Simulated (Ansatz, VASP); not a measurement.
This is a calculation of Hf for Ansatz 0.2.0.

The input input.yaml:

```yaml
crystal:
  lattice:
    - [3.1967, 0.0, 0.0]
    - [-1.59835, 2.7684234083, 0.0]
    - [0.0, 0.0, 5.0578]
  atoms:
    - { symbol: Hf, position: [0.6666666667, 0.3333333333, 0.75] }
    - { symbol: Hf, position: [0.3333333333, 0.6666666667, 0.25] }
kpoints:
  mp_grid: { grid: [10, 10, 5] }
scf:
  occupations: { method: gaussian, width: 0.022 }
hamiltonian:
  xc: pbe
  pseudopotentials: { kind: all_electron, lapw: { basis_error: 0.001 } }
output:
  forces: true
  stress: true
  eigenvalues: true
```

Potentials or basis: all-electron LAPW, scalar-relativistic.

Run with:

```console
$ ansatz run input.yaml --threads 1 --pin off --max-ram 3072MiB --backend cpu --events-out ev --progress --plain --runs-dir out
```

Task: Translate it to VASP 6.6.1. Potentials there: VASP PAW PBE potentials, release 64 (Hf_pv).

Result: As run (the cutoff follows the program's own potentials):

INCAR

```
SYSTEM = Hf
  PREC = Accurate
  ENCUT = 520
  EDIFF = 1E-6
  ISMEAR = 0
  SIGMA = 0.022
  LREAL = .FALSE.
  LASPH = .TRUE.
  NELM = 80
  ALGO = Normal
  ISIF = 2
  LWAVE = .FALSE.
  LCHARG = .TRUE.
  GGA = PE
  LELF = .TRUE.
  LVHAR = .TRUE.
  NBANDS = 17
```

KPOINTS

```
Automatic mesh
0
G
  10 10 5
  0 0 0
```

File POSCAR:

```
Hf
1.0
    3.1967000000      0.0000000000      0.0000000000
   -1.5983500000      2.7684234083      0.0000000000
    0.0000000000      0.0000000000      5.0578000000
Hf
2
Direct
    0.6666666667      0.3333333333      0.7500000000
    0.3333333333      0.6666666667      0.2500000000
```

Potentials or basis: VASP PAW PBE potentials, release 64 (Hf_pv).

Command:

```sh
$ cat potpaw_PBE.64/Hf_pv/POTCAR > POTCAR
$ mpirun -np 1 vasp_std > vasp.out
```

Both were run:

|  | VASP | Ansatz | Ansatz less VASP |
| --- | --- | --- | --- |
| gap on the k mesh at the Fermi level (eV) | none | none | - |
| pressure (GPa) | 0.2 | 0.6 | +0.45 |
| traceless stress, the component that is largest in VASP (GPa) | -0.24 | -0.18 | +0.060 |

A gap of «none» marks a metal or a gap that the smearing closes. Ansatz ran all-electron here, and VASP with PAW potentials.

Spin-orbit coupling is off throughout.
